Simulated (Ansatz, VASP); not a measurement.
**One calculation of Sr, two programs**

```
CELL_PARAMETERS angstrom
0.00000 3.05868 3.05868
3.05868 0.00000 3.05868
3.05868 3.05868 0.00000
ATOMIC_POSITIONS crystal
Sr 0.00000 0.00000 0.00000
```

Change from the starting cell: volume scaled by 1.025, PAW files.

Alike in both runs: task electric field gradients; functional r2SCAN; k mesh 9 × 9 × 9; occupations fermi-dirac, width 0.03 eV; no spin polarisation.

```csv
,VASP,Ansatz
version,VASP 6.6.1,Ansatz 0.2.0
potentials or method,"VASP PAW PBE potentials, release 64 (Sr_sv)","PAW with Ansatz's default frozen-core files, scalar-relativistic"
plane-wave cutoff (eV),520,500
valence electrons in the cell,10,10
```

|  | VASP | Ansatz | Ansatz less VASP |
| --- | --- | --- | --- |
| pressure (GPa) | -0.1 | -0.1 | -0.01 |

VASP's potentials were made for PBE, not for r2SCAN.
